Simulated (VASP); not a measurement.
## Pd: relaxation of cell and atoms with PBEsol+D4

The system is Pd.

```xyz
2
Lattice="2.7837 0.0000 0.0000 -1.3918 2.4107 0.0000 0.0000 0.0000 4.6289" Properties=species:S:1:pos:R:3 pbc="T T T"
Pd    0.0000    1.6071    1.1572
Pd    1.3918    0.8036    3.4717
```

```yaml
Program: VASP 6.6.1
Task: relaxation of cell and atoms
Functional: PBEsol
Dispersion: D4
Potentials_or_basis: VASP PAW PBE potentials, release 64 (Pd)
Cutoff: 600 eV
k_mesh: 11 × 11 × 6
Occupations: fermi-dirac, width 0.05 eV
Spin: no spin polarisation
Dipole_correction: no
Further_INCAR_settings: ALGO = Fast; EDIFF = 1e-06; IBRION = 2; EDIFFG = -0.01; NSW = 60; ISIF = 3
```

* Relaxed volume: 14.39 Å³/atom
* Relaxed cell: a = 2.713 Å, b = 2.713 Å, c = 4.516 Å, α = 90.00°, β = 90.00°, γ = 120.00°
* Space group after relaxing (to 0.05 Å): P6_3/mmc (No. 194)
* Energy gained by relaxing: 51.3 meV/atom
* Ionic steps: 4
* Pressure after relaxing: 0.0 GPa
* Band gap on the k mesh: zero (band 10 reaches 10.21 eV, above the bottom of band 11 at 9.31 eV)
* Dispersion energy per atom: -0.293 eV

Stress tensor (GPa, compression positive):
```
-0.08  0.00  0.00
 0.00 -0.08  0.00
 0.00  0.00  0.04
```

The path:
| step | energy change (eV) | largest force (eV/Å) | pressure (GPa) | volume (Å³) |
| --- | --- | --- | --- | --- |
| 1 | 0.0000 | 0.0000 | -13.25 | 31.06 |
| 2 | 0.1904 | 0.0000 | 33.76 | 25.64 |
| 3 | -0.1025 | 0.0000 | -0.57 | 28.85 |
| 4 | -0.1026 | 0.0000 | -0.04 | 28.79 |

Final structure:
```cif
data_structure
_symmetry_space_group_name_H-M 'P 1'
_symmetry_Int_Tables_number 1
_cell_length_a 2.7132
_cell_length_b 2.7132
_cell_length_c 4.5156
_cell_angle_alpha 90.000
_cell_angle_beta 90.000
_cell_angle_gamma 120.000
_cell_volume 28.79
loop_
_atom_site_label
_atom_site_type_symbol
_atom_site_fract_x
_atom_site_fract_y
_atom_site_fract_z
_atom_site_occupancy
Pd1 Pd 0.33333 0.66667 0.25000 1
Pd2 Pd 0.66667 0.33333 0.75000 1
```

Levels at points of the mesh, in eV from the Fermi level:
```tsv
k point	band 6	band 7	band 8	band 9	band 10	band 11	band 12	band 13	band 14
(0.00, 0.00, 0.00)	-2.51	-2.51	-1.77	-1.77	-0.26	-0.26	0.69	7.15	17.10
(0.00, 0.00, 0.50)	-2.93	-2.93	-2.93	-0.74	-0.74	-0.74	-0.74	14.24	14.24
```

It took 60 s on 1 thread of AMD EPYC 9R45 96-Core Processor (Zen 5), on a shared host, peak memory 0.15 GiB.

Caveat: the PAW data sets were made with another functional, which shifts forces and pressure a little; pairwise dispersion overbinds metals, which lowers pressure and volume.
